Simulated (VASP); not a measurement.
# CuH4Cl2F2 (C2/m) in VASP: single point with r2SCAN

Aim: the single point of CuH4Cl2F2 with r2SCAN.

All numbers are computed with VASP 6.6.1; they aren't measurements. Logs are shortened: lines on timing, memory, paths and dates and some standing lists are left out, and cuts for length are marked.

## (1) The cell of the first run

The structure is monoclinic, space group C2/m (No. 12). The conventional cell has a = 10.206 Å, b = 10.061 Å, c = 3.230 Å, α = 90.00°, β = 97.63°, γ = 90.00°. Within 4.2 Å of Cu (site symmetry 2/m) lie 2 Cu at 3.23 Å and 2 F at 3.25 Å and 2 Cl at 3.28 Å and 4 H at 4.03 Å. Within 2.1 Å of Cl (site symmetry m) lie 2 H at 1.58 Å. Within 1.5 Å of F (site symmetry 2) lie 2 H at 1.13 Å. Within 1.5 Å of H (site symmetry 1) lie 1 F at 1.13 Å.

## (2) Single point, r2SCAN

POSCAR

```
CuH4Cl2F2
1.0
    5.0508609882      5.0303721827      0.7284893634
    5.0508609882     -5.0303721827      0.7284893634
    0.0326354490      0.0000000000     -3.2299263261
Cu Cl F H
1 2 2 4
Direct
    0.0000000000      0.0000000000      0.0000000000
    0.3230673250      0.3230673250      0.2232566591
    0.6769326750      0.6769326750      0.7767433409
    0.3225860138      0.6774139862      0.0000000000
    0.6774139862      0.3225860138      0.0000000000
    0.4696447473      0.6878100795      0.9066789823
    0.3121899205      0.5303552527      0.0933210177
    0.5303552527      0.3121899205      0.0933210177
    0.6878100795      0.4696447473      0.9066789823
```

INCAR.step1

```
ALGO = Normal
EDIFF = 1E-4
ENCUT = 520
GGA = PE
ISMEAR = 1
LASPH = T
LCHARG = F
LREAL = F
LWAVE = T
NBANDS = 32
NELM = 60
PREC = Accurate
SIGMA = 0.0233
```

INCAR.step2

```
ALGO = Normal
EDIFF = 1E-6
ENCUT = 520
ISIF = 2
ISMEAR = 1
ISTART = 1
LASPH = T
LCHARG = T
LELF = T
LMIXTAU = T
LREAL = F
LVHAR = T
LWAVE = F
METAGGA = R2SCAN
NBANDS = 32
NELM = 60
PREC = Accurate
SIGMA = 0.0233
```

KPOINTS

```
k-points
0
Gamma
  4 4 6
```

Potentials or basis: VASP PAW PBE potentials, release 64 (Cu, Cl, F, H).

Launch:

```sh
> cat potpaw_PBE.64/Cu/POTCAR potpaw_PBE.64/Cl/POTCAR potpaw_PBE.64/F/POTCAR potpaw_PBE.64/H/POTCAR > POTCAR
> cp INCAR.step1 INCAR
> mpirun -np 1 vasp_std > vasp.out
> cp INCAR.step2 INCAR
> mpirun -np 1 vasp_std > vasp.out
```

OUTCAR:

```text
EDIFF = 1E-6
   ENCUT = 520
   ISIF = 2
   ISMEAR = 1
   ISTART = 1
   LASPH = T
   LREAL = F
   METAGGA = R2SCAN
   NELM = 60
   PREC = Accurate

 ion  position               nearest neighbor table
   1  0.000  0.000  0.000-
   2  0.323  0.323  0.223-   7 1.58   8 1.58
   3  0.677  0.677  0.777-   6 1.58   9 1.58
   4  0.323  0.677  0.000-   6 1.13   7 1.13
   5  0.677  0.323  0.000-   8 1.13   9 1.13
   6  0.470  0.688  0.907-   4 1.13   3 1.58
   7  0.312  0.530  0.093-   4 1.13   2 1.58
   8  0.530  0.312  0.093-   5 1.13   2 1.58
   9  0.688  0.470  0.907-   5 1.13   3 1.58

  LATTYP: Found a base centered monoclinic cell.
 ALAT       =    10.2062517066
 B/A-ratio  =     0.9857433125
 C/A-ratio  =     0.3164816321
 COS(beta)  =    -0.1327461789

  Lattice vectors:

 A1 = (   5.0508609882,   5.0303721827,   0.7284893634)
 A2 = (   5.0508609882,  -5.0303721827,   0.7284893634)
 A3 = (   0.0326354490,   0.0000000000,  -3.2299263261)

Analysis of symmetry for initial positions (statically):
=====================================================================
 Subroutine PRICEL returns:
 Original cell was already a primitive cell.

 Routine SETGRP: Setting up the symmetry group for a
 base centered monoclinic supercell.

 Subroutine GETGRP returns: Found  4 space group operations
 (whereof  4 operations were pure point group operations)
 out of a pool of  4 trial point group operations.

The static configuration has the point symmetry C_2h.

Analysis of symmetry for dynamics (positions and initial velocities):
=====================================================================
 Subroutine PRICEL returns:
 Original cell was already a primitive cell.

 Routine SETGRP: Setting up the symmetry group for a
 base centered monoclinic supercell.

 Subroutine GETGRP returns: Found  4 space group operations
 (whereof  4 operations were pure point group operations)
 out of a pool of  4 trial point group operations.

The dynamic configuration has the point symmetry C_2h.

 Subroutine INISYM returns: Found  4 space group operations
 (whereof  4 operations are pure point group operations),
 and found     1 'primitive' translations

----------------------------------------------------------------------------------------

                                     Primitive cell

  volume of cell :     164.3693

  direct lattice vectors                    reciprocal lattice vectors
     5.050860988  5.030372183  0.728489363     0.098848969  0.099396224  0.000998778
     5.050860988 -5.030372183  0.728489363     0.098848969 -0.099396224  0.000998778
     0.032635449  0.000000000 -3.229926326     0.044589514  0.000000000 -0.309154049

  length of vectors
     7.165649850  7.165649850  3.230091198     0.140184612  0.140184612  0.312353087

  position of ions in fractional coordinates (direct lattice)
     0.000000000  0.000000000  0.000000000
     0.323067325  0.323067325  0.223256659
     0.676932675  0.676932675  0.776743341
     0.322586014  0.677413986  1.000000000
     0.677413986  0.322586014  1.000000000
     0.469644747  0.687810079  0.906678982
     0.312189921  0.530355253  0.093321018
     0.530355253  0.312189921  0.093321018
     0.687810079  0.469644747  0.906678982

  ion indices of the primitive-cell ions
   primitive index   ion index
                 1           1
                 2           2
                 3           3
                 4           4
                 5           5
                 6           6
                 7           7
                 8           8
                 9           9

----------------------------------------------------------------------------------------

 KPOINTS: k-points

Automatic generation of k-mesh.
 Grid dimensions read from file:
 generate k-points for:    4    4    6

 Generating k-lattice:

  Cartesian coordinates                     Fractional coordinates (reciprocal lattice)
     0.024712242  0.024849056  0.000249695     0.250000000 -0.000000000 -0.000000000
     0.024712242 -0.024849056  0.000249695    -0.000000000  0.250000000 -0.000000000
     0.007431586  0.000000000 -0.051525675     0.000000000  0.000000000  0.166666667

  Length of vectors
     0.035046153  0.035046153  0.052058848

  Shift w.r.t. Gamma in fractional coordinates (k-lattice)
     0.000000000  0.000000000  0.000000000

 Subroutine IBZKPT returns following result:
 ===========================================

 Found     34 irreducible k-points:

 Following reciprocal coordinates:
            Coordinates               Weight
  0.000000  0.000000  0.000000      1.000000
  0.250000  0.000000 -0.000000      4.000000
  0.500000  0.000000 -0.000000      2.000000
  0.250000  0.250000 -0.000000      2.000000
  0.500000  0.250000 -0.000000      4.000000
 -0.250000  0.250000  0.000000      2.000000
[... 16 lines left out ...]
  0.500000  0.250000  0.333333      4.000000
 -0.250000  0.250000  0.333333      4.000000
 [... further k-points ...]
   k-points           NKPTS =     34   k-points in BZ     NKDIM =     34   number of bands    NBANDS=     32
   number of dos      NEDOS =    301   number of ions     NIONS =      9
   total plane-waves  NPLWV =  69984
   dimension x,y,z NGX =    54 NGY =   54 NGZ =   24
   dimension x,y,z NGXF=   108 NGYF=  108 NGZF=   48
   ions per type =               1   2   2   4
   NGX,Y,Z   is equivalent  to a cutoff of  12.53, 12.53, 12.35 a.u.
   NGXF,Y,Z  is equivalent  to a cutoff of  25.06, 25.06, 24.70 a.u.
 SYSTEM =  unknown system
   PREC   = accura    normal or accurate (medium, high low for compatibility)
   ISTART =      1    job   : 0-new  1-cont  2-samecut
   ICHARG =      0    charge: 1-file 2-atom 10-const
   ISPIN  =      1    spin polarized calculation?
   LNONCOLLINEAR =      F non collinear calculations
   LSORBIT =      F    spin-orbit coupling
   LASPH  =      T    aspherical Exc in radial PAW
   ENCUT  =  520.0 eV  38.22 Ry    6.18 a.u.  13.32 13.32  6.01*2*pi/ulx,y,z
   NELM   =     60;   NELMIN=  2; NELMDL=  0     # of ELM steps
   EDIFF  = 0.1E-05   stopping-criterion for ELM
   LREAL  =      F    real-space projection
   EDIFFG = 0.1E-04   stopping-criterion for IOM
   NSW    =      0    number of steps for IOM
   IBRION =     -1    ionic relax: 0-MD 1-quasi-New 2-CG
   NFREE  =      0    steps in history (QN), initial steepest desc. (CG)
   ISIF   =      2    stress and relaxation
   ISYM   =      2    0-nonsym 1-usesym 2-fastsym
   POTIM  = 0.5000    time-step for ionic-motion
   TEBEG  =    0.0;   TEEND  =   0.0 temperature during run
   PSTRESS=    0.0 pullay stress
   NELECT =      43.0000    total number of electrons
   NUPDOWN=      -1.0000    fix difference up-down
   EMIN   =  10.00;   EMAX   =-10.00  energy-range for DOS
   EFERMI =   0.00;   METHOD = LEGACY
   ISMEAR =     1;   SIGMA  =   0.02  broadening in eV -4-tet -1-fermi 0-gaus
   EFERMI_NEDOS =   21; number of points for ismear=-14 and -15
   IALGO  =     38    algorithm
   IMIX   =      4    mixing-type and parameters
     AMIX     =   0.40;   BMIX     =  1.00
     AMIX_MAG =   1.60;   BMIX_MAG =  1.00
  volume/ion in A,a.u.               =      18.26       123.25
  Fermi-wavevector in a.u.,A,eV,Ry     =   1.047026  1.978592 14.915569  1.096263
  Thomas-Fermi vector in A             =   2.181889
   LORBIT       =      0    0 simple, 1 ext, 2 COOP (PROOUT), +10 PAW based schemes
   METAGGA = R2SCAN    functional components
   LHFCALC =     F    Hartree Fock is set to
   AEXX    =    0.0000 exact exchange contribution
   IVDW    =     0    specifies the selected vdW correction
   LEPSILON=     F    determine dielectric tensor
   LRPA    =     F    only Hartree local field effects (RPA)
 non-spin polarized calculation
 Methfessel and Paxton  Order N= 1 SIGMA  =   0.02
  energy-cutoff  :      520.00
  volume of cell :      164.37
 maximum number of plane-waves:      4464
 NGX is ok and might be reduce to    54
   NGX = 27   NGY = 27   NGZ = 13

 number of electron      43.0000003 magnetization

 Free energy of the ion-electron system (eV)
  ---------------------------------------------------
  ext. energy  EPLUGINS =         0.00000000
  ---------------------------------------------------
  free energy    TOTEN  =       -47.64344319 eV

  energy without entropy =      -47.64353696  energy(sigma->0) =      -47.64347444

 E-fermi :  -0.0102     XC(G=0):  -7.2068

 val. band max:       -0.0260165211   @ k =   0.5000   0.5000   0.1667
 cond. band min:       0.6879648014   @ k =   0.0000   0.0000   0.3333
 fundamental gap:      0.7139813226
 Fermi energy:        -0.0101793743

 k-point     1 :       0.0000    0.0000    0.0000
  band No.  band energies     occupation
      1     -28.6288      2.00000
      2     -28.5720      2.00000
      3     -18.0197      2.00000
      4     -17.9221      2.00000
      5     -11.6327      2.00000
      6     -10.8429      2.00000
[... 24 lines left out ...]
     31       8.2103      0.00000
     32       8.4737      0.00000

 k-point     2 :       0.2500    0.0000   -0.0000
  band No.  band energies     occupation
      1     -28.6288      2.00000
      2     -28.5720      2.00000
      3     -18.0212      2.00000
      4     -17.9218      2.00000
      5     -11.6283      2.00000
      6     -10.8404      2.00000
[... 24 lines left out ...]
     31       8.1995      0.00000
     32       8.4876      0.00000
[... 733 lines left out ...]
     31       7.7904      0.00000
     32       8.0920      0.00000

 k-point    24 :      -0.2500    0.2500    0.3333
  band No.  band energies     occupation
      1     -28.5810      2.00000
      2     -28.5298      2.00000
      3     -17.7674      2.00000
      4     -17.5461      2.00000
      5     -11.6108      2.00000
      6     -10.9013      2.00000
[... 24 lines left out ...]
     31       7.8996      0.00000
     32       8.5308      0.00000

 [... further k-points ...]
[... 5 lines left out ...]
  --------------------------------------------------------------------------------------
  -------------------------------------------------------------------------------------
  Total        0.1033899     -0.1153104     -0.1302752      0.0000000      0.0000000      0.1303135
  in kB        1.0077858     -1.1239793     -1.2698480      0.0000000      0.0000000      1.2702210
  external PRESSURE =      -0.4620138 kB  Pullay stress =       0.0000000 kB

 VOLUME and BASIS-vectors are now :
 -----------------------------------------------------------------------------
  energy-cutoff  :      520.00
  volume of cell :      164.37
      direct lattice vectors                 reciprocal lattice vectors
     5.050860988  5.030372183  0.728489363     0.098848969  0.099396224  0.000998778
     5.050860988 -5.030372183  0.728489363     0.098848969 -0.099396224  0.000998778
     0.032635449  0.000000000 -3.229926326     0.044589514  0.000000000 -0.309154049

 POSITION                                       TOTAL-FORCE (eV/Angst)
 -----------------------------------------------------------------------------------
      0.00000      0.00000      0.00000         0.000000      0.000000      0.000000
      3.27082      0.00000     -0.25040         0.041312      0.000000      0.022859
      6.86354      0.00000     -1.52255        -0.041312      0.000000     -0.022859
      5.05086     -1.78492      0.72849         0.000000     -0.127134     -0.000000
      5.05086      1.78492      0.72849         0.000000      0.127134      0.000000
      5.87573     -1.09745     -2.08531         0.130306      0.083710      0.070675
      4.25862     -1.09745      0.31237        -0.130306      0.083710     -0.070675
      4.25862      1.09745      0.31237        -0.130306     -0.083710     -0.070675
      5.87573      1.09745     -2.08531         0.130306     -0.083710      0.070675
 -----------------------------------------------------------------------------------
    total drift:                                0.000000     -0.000000      0.000000

  FREE ENERGIE OF THE ION-ELECTRON SYSTEM (eV)
  ---------------------------------------------------
  free  energy   TOTEN  =       -47.6434431882 eV

  energy  without entropy=      -47.6435369565  energy(sigma->0) =      -47.64347444
```

Wall time 14 min (1 thread of Oxide Virtual Turin-like, shared host); peak memory 0.35 GiB.

Results:

* Free energy: -47.6434 eV
* Pressure: 0.0 GPa
* Largest force: 0.170 eV/Å

Forces on the atoms (eV/Å):
```
Cu   0.000  0.000  0.000
Cl   0.041  0.000  0.023
Cl  -0.041  0.000 -0.023
F    0.000 -0.127  0.000
F    0.000  0.127  0.000
H    0.130  0.084  0.071
H   -0.130  0.084 -0.071
H   -0.130 -0.084 -0.071
H    0.130 -0.084  0.071
```

Caveat: the PAW data sets were made with another functional, which shifts forces and pressure a little; an odd number of electrons without spin polarisation forces a metal; a magnetic or distorted state may lie lower. With open d or f shells a metallic result of r2SCAN can be an artefact of self-interaction; +U or a hybrid may open a gap.
